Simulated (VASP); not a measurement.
Input of a VASP 6.6.1 run:

Contents of INCAR:

```
SYSTEM = MgC2
ALGO = Normal
EDIFF = 1E-7
ENCUT = 520
GGA = PE
ISIF = 2
ISMEAR = -1
LASPH = .TRUE.
LCHARG = .TRUE.
LELF = .TRUE.
LREAL = .FALSE.
LVHAR = .TRUE.
LWAVE = .FALSE.
NBANDS = 19
NELM = 100
PREC = Accurate
SIGMA = 0.05
```

KPOINTS

```
k-points
0
G
  5 5 5
  0 0 0
```

POSCAR

```
MgC2
1.0
    3.9468443983      0.0000000000      0.0000000000
    0.0000000000      3.9468443983      0.0000000000
    0.0000000000      0.0000000000      4.9874622899
Mg C
2 4
Direct
    0.0000000000      0.0000000000      0.5000000000
    0.5000000000      0.5000000000      0.0000000000
    0.3876955974      0.6123044026      0.5000000000
    0.1123044026      0.1123044026      0.0000000000
    0.6123044026      0.3876955974      0.5000000000
    0.8876955974      0.8876955974      0.0000000000
```

Potentials or basis: VASP PAW PBE potentials, release 64 (Mg, C).

Command:

```sh
$ cat potpaw_PBE.64/Mg/POTCAR potpaw_PBE.64/C/POTCAR > POTCAR
$ mpirun -np 1 vasp_std > vasp.out
```

(1) Predict the largest force.

(2) Predict the band gap on the k mesh.

(3) What does it give for the pressure?

Answers

(1) 0.136 eV/Å.

(2) 2.66 eV (least direct gap 2.97 eV).

(3) 0.0 GPa.
